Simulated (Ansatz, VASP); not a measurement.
**GaN in VASP and in Ansatz**

```xyz
2
Lattice="2.9806 0.0000 0.0000 -1.4903 2.5813 0.0000 0.0000 0.0000 2.6834" Properties=species:S:1:pos:R:3 pbc="T T T"
Ga    1.4903    0.8604    1.3417
N     0.0000    0.0000    0.0000
```

Alike in both runs: functional LDA; k mesh 7 × 7 × 7; occupations fermi-dirac, width 0.05 eV; non-collinear spin, spin-orbit coupling.

|  | VASP | Ansatz |
| --- | --- | --- |
| version | VASP 6.6.1 | Ansatz 0.2.0 |
| potentials or method | VASP PAW LDA potentials, release 64 (Ga_d, N) | Ansatz PAW |
| plane-wave cutoff (eV) | 520 | 420 |
| valence electrons in the cell | 18 | 18 |
| task | single point | band structure |

|  | VASP | Ansatz | Ansatz less VASP |
| --- | --- | --- | --- |
| pressure (GPa) | -10.5 | -11.3 | -0.86 |
| traceless stress, the component that is largest in VASP (GPa) | -1.54 | -1.66 | -0.124 |

LDA's correlation is that of Perdew and Zunger in VASP and of Perdew and Wang (1992) in Ansatz.
